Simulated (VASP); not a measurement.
Set up this calculation in VASP 6.6.1, as the native input.

```
Task                   : single point
Functional             : RPBE
Potentials or basis    : VASP PAW PBE potentials, release 64 (Ba_sv)
Cutoff                 : 520 eV
k mesh                 : 6 × 6 × 6
Occupations            : gaussian, width 0.1 eV
Spin                   : no spin polarisation
Dipole correction      : no
Further INCAR settings : ALGO = Normal; EDIFF = 1e-06; NBANDS = 11
```

The structure of Ba lies in POSCAR:

```
Ba
1.0
   -2.5125000000      2.5125000000      2.5125000000
    2.5125000000     -2.5125000000      2.5125000000
    2.5125000000      2.5125000000     -2.5125000000
Ba
1
Direct
    0.0000000000      0.0000000000      0.0000000000
```

One way to write it, as run:

INCAR

```
SYSTEM = Ba
ALGO     = Normal         ! electronic algorithm
EDIFF    = 1E-6           ! SCF threshold, eV
ENCUT    = 520            ! plane-wave cutoff, eV
GGA      = RP             ! functional
ISIF     = 2              ! what is computed and relaxed
ISMEAR   = 0              ! smearing method
LASPH    = .TRUE.         ! aspherical terms in the spheres
LCHARG   = .FALSE.        ! write CHGCAR
LREAL    = .FALSE.        ! projectors in reciprocal space
LWAVE    = .FALSE.        ! write WAVECAR
NBANDS   = 11             ! bands
NELM     = 60             ! most SCF steps
PREC     = Accurate       ! precision mode
SIGMA    = 0.1            ! smearing width, eV
```

KPOINTS

```
k-points
0
G
  6 6 6
  0 0 0
```

Potentials or basis: VASP PAW PBE potentials, release 64 (Ba_sv).

Launch:

```sh
$ cat potpaw_PBE.64/Ba_sv/POTCAR > POTCAR
$ mpirun -np 1 vasp_std > vasp.out
```

Results of the run:

- Pressure: 0.8 GPa
- Band gap on the k mesh: zero (bands 5 and 6 overlap by 0.68 eV)

Caveat: the PAW data sets were made with another functional, which shifts forces and pressure a little; spin-orbit coupling is left out, which moves the levels of the heavy elements.

Wall time 5 s on 1 thread of Intel(R) Xeon(R) 6975P-C (Granite Rapids) (shared host), peak memory 0.17 GiB.
